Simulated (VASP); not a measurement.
HgTe, 2 atoms in the cell. Symmetry: F-43m, No. 216, cubic system. The conventional cell has a = 6.429 Å, b = 6.429 Å, c = 6.429 Å, α = 90.00°, β = 90.00°, γ = 90.00°. Within 3.7 Å of Hg (site symmetry -43m) lie 4 Te at 2.78 Å. Within 3.7 Å of Te (site symmetry -43m) lie 4 Hg at 2.78 Å. 

* Program: VASP 6.6.1
* Task: single point
* Functional: b88 exchange, pbe correlation
* Potentials or basis: VASP PAW PBE potentials, release 64 (Hg, Te)
* Cutoff: 500 eV
* k mesh: 7 × 7 × 7
* Occupations: fermi-dirac, width 0.05 eV
* Spin: no spin polarisation
* Dipole correction: no
* Further INCAR settings: ALGO = Normal; EDIFF = 1e-06; NBANDS = 16

Potentials or basis: VASP PAW PBE potentials, release 64 (Hg, Te).

Command:

```console
$ cat potpaw_PBE.64/Hg/POTCAR potpaw_PBE.64/Te/POTCAR > POTCAR
$ mpirun -np 1 vasp_std > vasp.out
```

Hardware: 1 thread of Intel(R) Xeon(R) Platinum 8259CL CPU @ 2.50GHz (Skylake/Cascade Lake), with other jobs on the host.

How long does it take, and how much memory?

Run time: 26 s on 1 thread of Intel(R) Xeon(R) Platinum 8259CL CPU @ 2.50GHz (Skylake/Cascade Lake) (shared host), peak memory 0.21 GiB. Counts: scf iterations 13, k points 20.
